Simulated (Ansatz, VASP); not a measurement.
# InSb in VASP and in Ansatz

```xyz
2
Lattice="0.0000 3.3186 3.3186 3.3186 0.0000 3.3186 3.3186 3.3186 0.0000" Properties=species:S:1:pos:R:3 pbc="T T T"
In    0.0000    0.0000    0.0000
Sb    4.9779    4.9779    4.9779
```

Alike in both runs: functional PBE; k mesh 12 × 12 × 12; occupations fermi-dirac, width 0.15 eV; no spin polarisation.

Ansatz relaxed the structure, and its values are those at the end. VASP's run is a single point on that final structure, the one shown.

|  | VASP | Ansatz |
| --- | --- | --- |
| version | VASP 6.6.1 | Ansatz 0.2.0 |
| potentials or method | VASP PAW PBE potentials, release 64 (In_d, Sb), cutoff 520 eV | scalar-relativistic, plane waves, PAW |
| valence electrons in the cell | 18 | 28 |

|  | VASP | Ansatz | Ansatz less VASP |
| --- | --- | --- | --- |
| gap on the k mesh at the Fermi level (eV) | none | none | - |
| pressure (GPa) | 0.0 | 0.0 | +0.03 |

A gap of «none» marks a metal or a gap that the smearing closes. The functional is the same, so the differences come from potentials, cutoffs and numerics. VASP's potentials hold 18 valence electrons a cell and Ansatz's 28, so a difference there can come from the potentials and not from the codes.

Neither program's run includes spin-orbit coupling.
